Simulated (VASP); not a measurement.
# H16CO7 in VASP: a series of runs

Runs on H16CO7. Level: PBE+D3(BJ). Tasks: single point.

Everything below comes from runs of VASP 6.6.1. Logs are shortened: lines on timing, memory, paths and dates and some standing lists are left out, and cuts for length are marked.

## Step 1: The cell of the first run

The cell holds an amorphous packing of atoms, 24 atoms: a = 6.477 Å, b = 6.477 Å, c = 6.477 Å, α = 90.00°, β = 90.00°, γ = 90.00°.

## Step 2: Single point, PBE+D3(BJ)

The input, INCAR:

```
  ALGO = Normal
  EDIFF = 1E-6
  ENCUT = 520
  GGA = PE
  ISIF = 2
  ISMEAR = -1
  IVDW = 12
  LASPH = True
  LCHARG = False
  LREAL = Auto
  LWAVE = False
  NBANDS = 49
  NELM = 100
  PREC = Accurate
  SIGMA = 0.02
```

The input, KPOINTS:

```
k-points
0
Gamma
  1 1 1
```

The input, POSCAR:

```
H16CO7
1.0
    6.4768410000      0.0000000000      0.0000000000
    0.0000000000      6.4768410000      0.0000000000
    0.0000000000      0.0000000000      6.4768410000
O H C
7 16 1
Direct
    0.3388534627      1.0651488897      0.9009021528
    0.9953309028      0.2593548305      0.1324411083
    0.7839624286      0.5494499556      0.8977215899
    0.0534519838      0.8073534614      0.6882521896
    0.5596709878      0.4378677815      0.5041192149
    0.1720283082      0.5474736835      0.4078377098
    0.7568350064      0.8076931331      0.3880904287
    0.4400293291      1.1639933727      0.8296791599
    0.2555566826      0.9842143724      0.7993094164
    0.9019674869      0.3302844705      0.0316357928
    1.1068976373      0.2162010770      0.0304315020
    0.8950196554      0.6379962083      0.8332765927
    0.6718244280      0.5193118065      0.7901845977
   -0.0534828630      0.8870528086      0.6156087512
    0.1124004742      0.7174639612      0.5817496523
    0.6555510626      0.5587446102      0.4522266333
    0.5834788904      0.3209589366      0.4084244155
    0.1372119526      0.4447384149      0.3000536836
    0.3118958764      0.5142012904      0.4487063987
    0.4435804430      0.8545369571      0.3217926764
    0.8531319512      0.7361150289      0.2838111975
    0.6244865360      1.0536154894      0.2262831525
    0.6043995831      0.8002666732      0.0932707781
    0.5960930645      0.8867594557      0.2428189915
```

Potentials or basis: VASP PAW PBE potentials, release 64 (O, H, C).

Launch:

```
$ cat potpaw_PBE.64/O/POTCAR potpaw_PBE.64/H/POTCAR potpaw_PBE.64/C/POTCAR > POTCAR
$ mpirun -np 1 vasp_gam > vasp.out
```

OUTCAR:

```text
EDIFF = 1E-6
   ENCUT = 520
   GGA = PE
   ISIF = 2
   ISMEAR = -1
   IVDW = 12
   LASPH = True
   LREAL = Auto
   NELM = 100
   PREC = Accurate
 IVDW          = 12

 ion  position               nearest neighbor table
   1  0.339  0.065  0.901-   9 1.00   8 1.03
   2  0.995  0.259  0.132-  10 1.00  11 1.02
   3  0.784  0.549  0.898-  12 1.01  13 1.03
   4  0.053  0.807  0.688-  15 0.98  14 0.98
   5  0.560  0.438  0.504-  17 0.99  16 1.05
   6  0.172  0.547  0.408-  19 0.97  18 0.99
   7  0.757  0.808  0.388-  21 1.03  24 1.49
   8  0.440  0.164  0.830-   1 1.03
   9  0.256  0.984  0.799-   1 1.00
  10  0.902  0.330  0.032-   2 1.00
  11  0.107  0.216  0.030-   2 1.02
  12  0.895  0.638  0.833-   3 1.01
  13  0.672  0.519  0.790-   3 1.03
[... 8 lines left out ...]
  22  0.624  0.054  0.226-  24 1.10
  23  0.604  0.800  0.093-  24 1.12
  24  0.596  0.887  0.243-  22 1.10  23 1.12  20 1.13   7 1.49

  LATTYP: Found a simple cubic cell.
 ALAT       =     6.4768410000

  Lattice vectors:

 A1 = (   6.4768410000,   0.0000000000,   0.0000000000)
 A2 = (   0.0000000000,   6.4768410000,   0.0000000000)
 A3 = (   0.0000000000,   0.0000000000,   6.4768410000)

Analysis of symmetry for initial positions (statically):
=====================================================================
 Subroutine PRICEL returns:
 Original cell was already a primitive cell.

 Routine SETGRP: Setting up the symmetry group for a
 simple cubic supercell.

 Subroutine GETGRP returns: Found  1 space group operations
 (whereof  1 operations were pure point group operations)
 out of a pool of 48 trial point group operations.

The static configuration has the point symmetry C_1 .

Analysis of symmetry for dynamics (positions and initial velocities):
=====================================================================
 Subroutine PRICEL returns:
 Original cell was already a primitive cell.

 Routine SETGRP: Setting up the symmetry group for a
 simple cubic supercell.

 Subroutine GETGRP returns: Found  1 space group operations
 (whereof  1 operations were pure point group operations)
 out of a pool of 48 trial point group operations.

The dynamic configuration has the point symmetry C_1 .

 Subroutine INISYM returns: Found  1 space group operations
 (whereof  1 operations are pure point group operations),
 and found     1 'primitive' translations

----------------------------------------------------------------------------------------

                                     Primitive cell

  volume of cell :     271.7000

  direct lattice vectors                    reciprocal lattice vectors
     6.476841000  0.000000000  0.000000000     0.154396256  0.000000000  0.000000000
     0.000000000  6.476841000  0.000000000     0.000000000  0.154396256  0.000000000
     0.000000000  0.000000000  6.476841000     0.000000000  0.000000000  0.154396256

  length of vectors
     6.476841000  6.476841000  6.476841000     0.154396256  0.154396256  0.154396256

  position of ions in fractional coordinates (direct lattice)
     0.338853463  0.065148890  0.900902153
     0.995330903  0.259354831  0.132441108
     0.783962429  0.549449956  0.897721590
     0.053451984  0.807353461  0.688252190
     0.559670988  0.437867782  0.504119215
     0.172028308  0.547473684  0.407837710
[... 16 lines left out ...]
     0.604399583  0.800266673  0.093270778
     0.596093065  0.886759456  0.242818992

  ion indices of the primitive-cell ions
   primitive index   ion index
                 1           1
                 2           2
                 3           3
                 4           4
                 5           5
                 6           6
[... 16 lines left out ...]
                23          23
                24          24

----------------------------------------------------------------------------------------

 KPOINTS: k-points

Automatic generation of k-mesh.
 Grid dimensions read from file:
 generate k-points for:    1    1    1

 Generating k-lattice:

  Cartesian coordinates                     Fractional coordinates (reciprocal lattice)
     0.154396256  0.000000000  0.000000000     1.000000000  0.000000000  0.000000000
     0.000000000  0.154396256  0.000000000     0.000000000  1.000000000  0.000000000
     0.000000000  0.000000000  0.154396256     0.000000000  0.000000000  1.000000000

  Length of vectors
     0.154396256  0.154396256  0.154396256

  Shift w.r.t. Gamma in fractional coordinates (k-lattice)
     0.000000000  0.000000000  0.000000000

 Subroutine IBZKPT returns following result:
 ===========================================

 Found      1 irreducible k-points:

 Following reciprocal coordinates:
            Coordinates               Weight
  0.000000  0.000000  0.000000      1.000000
   k-points           NKPTS =      1   k-points in BZ     NKDIM =      1   number of bands    NBANDS=     49
   number of dos      NEDOS =    301   number of ions     NIONS =     24
   total plane-waves  NPLWV = 110592
   dimension x,y,z NGX =    48 NGY =   48 NGZ =   48
   dimension x,y,z NGXF=    96 NGYF=   96 NGZF=   96
   ions per type =               7  16   1
   NGX,Y,Z   is equivalent  to a cutoff of  12.32, 12.32, 12.32 a.u.
   NGXF,Y,Z  is equivalent  to a cutoff of  24.64, 24.64, 24.64 a.u.
 SYSTEM =  unknown system
   PREC   = accura    normal or accurate (medium, high low for compatibility)
   ISTART =      0    job   : 0-new  1-cont  2-samecut
   ICHARG =      2    charge: 1-file 2-atom 10-const
   ISPIN  =      1    spin polarized calculation?
   LNONCOLLINEAR =      F non collinear calculations
   LSORBIT =      F    spin-orbit coupling
   LASPH  =      T    aspherical Exc in radial PAW
   ENCUT  =  520.0 eV  38.22 Ry    6.18 a.u.  12.04 12.04 12.04*2*pi/ulx,y,z
   NELM   =    100;   NELMIN=  2; NELMDL= -5     # of ELM steps
   EDIFF  = 0.1E-05   stopping-criterion for ELM
   LREAL  =      T    real-space projection
   EDIFFG = 0.1E-04   stopping-criterion for IOM
   NSW    =      0    number of steps for IOM
   IBRION =     -1    ionic relax: 0-MD 1-quasi-New 2-CG
   NFREE  =      0    steps in history (QN), initial steepest desc. (CG)
   ISIF   =      2    stress and relaxation
   ISYM   =      2    0-nonsym 1-usesym 2-fastsym
   POTIM  = 0.5000    time-step for ionic-motion
   TEBEG  =    0.0;   TEEND  =   0.0 temperature during run
   PSTRESS=    0.0 pullay stress
   NELECT =      62.0000    total number of electrons
   NUPDOWN=      -1.0000    fix difference up-down
   EMIN   =  10.00;   EMAX   =-10.00  energy-range for DOS
   EFERMI =   0.00;   METHOD = LEGACY
   ISMEAR =    -1;   SIGMA  =   0.02  broadening in eV -4-tet -1-fermi 0-gaus
   EFERMI_NEDOS =   21; number of points for ismear=-14 and -15
   IALGO  =     38    algorithm
   IMIX   =      4    mixing-type and parameters
     AMIX     =   0.40;   BMIX     =  1.00
     AMIX_MAG =   1.60;   BMIX_MAG =  1.00
  volume/ion in A,a.u.               =      11.32        76.40
  Fermi-wavevector in a.u.,A,eV,Ry     =   1.000404  1.890490 13.616826  1.000808
  Thomas-Fermi vector in A             =   2.132758
   LORBIT       =      0    0 simple, 1 ext, 2 COOP (PROOUT), +10 PAW based schemes
   GGA     = PE    functional components
   LHFCALC =     F    Hartree Fock is set to
   AEXX    =    0.0000 exact exchange contribution
   IVDW    =    12    specifies the selected vdW correction
   LEPSILON=     F    determine dielectric tensor
   LRPA    =     F    only Hartree local field effects (RPA)
 non-spin polarized calculation
  energy-cutoff  :      520.00
  volume of cell :      271.70
 maximum number of plane-waves:      3625
   NGX = 25   NGY = 25   NGZ = 25

 number of electron      62.0000007 magnetization

 Free energy of the ion-electron system (eV)
  ---------------------------------------------------
  ext. energy  EPLUGINS =         0.00000000
  ---------------------------------------------------
  free energy    TOTEN  =      -117.72823346 eV

  energy without entropy =     -117.72823346  energy(sigma->0) =     -117.72823346

 E-fermi :  -3.4350     XC(G=0):  -6.3298

 val. band max:       -3.9484925939   @ k =   0.0000   0.0000   0.0000
 cond. band min:       0.6456716694   @ k =   0.0000   0.0000   0.0000
 fundamental gap:      4.5941642633
 Fermi energy:        -3.4349570820

 k-point     1 :       0.0000    0.0000    0.0000
  band No.  band energies     occupation
      1     -23.0204      2.00000
      2     -22.5606      2.00000
      3     -22.5086      2.00000
      4     -21.8705      2.00000
      5     -21.8416      2.00000
      6     -21.7550      2.00000
[... 35 lines left out ...]
     42       6.3123      0.00000
     43       6.4009      0.00000
 [bands above 43 left out]

------------------------ aborting loop because EDIFF is reached ----------------------------------------

 Edisp (eV)   -0.72205

 E8    (eV) :    -0.1483

  FORCE on cell =-STRESS in cart. coord.  units (eV):
  Direction    XX          YY          ZZ          XY          YZ          ZX
  --------------------------------------------------------------------------------------
  -------------------------------------------------------------------------------------
  Total      -4.58921    -5.04198    -5.27982    -3.79529    -0.84614     1.54385
  in kB     -27.06195   -29.73186   -31.13439   -22.38032    -4.98958     9.10387
  external pressure =      -29.31 kB  Pullay stress =        0.00 kB

 VOLUME and BASIS-vectors are now :
 -----------------------------------------------------------------------------
  energy-cutoff  :      520.00
  volume of cell :      271.70
      direct lattice vectors                 reciprocal lattice vectors
     6.476841000  0.000000000  0.000000000     0.154396256  0.000000000  0.000000000
     0.000000000  6.476841000  0.000000000     0.000000000  0.154396256  0.000000000
     0.000000000  0.000000000  6.476841000     0.000000000  0.000000000  0.154396256

 POSITION                                       TOTAL-FORCE (eV/Angst)
 -----------------------------------------------------------------------------------
      2.19470      0.42196      5.83500         1.003841      1.327146     -0.661960
      6.44660      1.67980      0.85780         0.737929     -0.039295     -1.616237
      5.07760      3.55870      5.81440        -1.038481     -0.274288     -0.855727
      0.34620      5.22910      4.45770        -0.140785      1.005661      0.964008
      3.62490      2.83600      3.26510         1.261976      0.732340     -0.820708
      1.11420      3.54590      2.64150        -0.558583      0.088446     -0.540021
[... 16 lines left out ...]
      3.91460      5.18320      0.60410        -0.018167      0.574298      0.644255
      3.86080      5.74340      1.57270        -0.646975     -0.477795      0.917381
 -----------------------------------------------------------------------------------
    total drift:                                0.006586      0.002027      0.008972

  FREE ENERGIE OF THE ION-ELECTRON SYSTEM (eV)
  ---------------------------------------------------
  free  energy   TOTEN  =      -118.4502793638 eV

  energy  without entropy=     -118.4502793638  energy(sigma->0) =     -118.45027936
```

It took 16 s on 1 thread of Intel Xeon 6975P-C (Granite Rapids), shared host; peak memory 0.3 GiB.

What came out:

```
Free energy                : -118.4503 eV
Pressure                   : -2.9 GPa
Largest force              : 2.937 eV/Å
Band gap on the k mesh     : 4.59 eV
Dispersion energy per atom : -0.030 eV
```

Forces on the atoms (eV/Å):
```
O    1.004  1.327 -0.662
O    0.738 -0.039 -1.616
O   -1.038 -0.274 -0.856
O   -0.141  1.006  0.964
O    1.262  0.732 -0.821
O   -0.559  0.088 -0.540
O    0.581 -1.455 -2.484
H   -1.641 -1.571  0.550
H    0.308  0.299  0.028
H    0.075  0.288  0.577
H   -0.470 -0.148  1.123
H   -0.647 -0.316 -0.198
H    1.710  0.457  1.008
H    0.199 -0.262 -0.046
H   -0.100 -0.562 -0.628
H   -1.082 -1.152  0.569
H    0.080  0.579  0.507
H   -0.539 -0.004  0.040
H    0.912 -0.282  0.202
H    0.747  0.379 -0.678
H   -0.631  0.981  1.663
H   -0.102 -0.167 -0.266
H   -0.018  0.574  0.644
C   -0.647 -0.478  0.917
```

Levels at points of the mesh, in eV from the valence-band top:
| k point | band 27 | band 28 | band 29 | band 30 | band 31 | band 32 | band 33 | band 34 | band 35 | band 36 |
| --- | --- | --- | --- | --- | --- | --- | --- | --- | --- | --- |
| (0.00, 0.00, 0.00) | -0.46 | -0.36 | -0.23 | -0.06 | 0.00 | 4.59 | 7.18 | 7.47 | 8.01 | 8.35 |

Caveat: the k points lie up to 0.97 Å⁻¹ apart.

(Continued in part 2 of 2.)
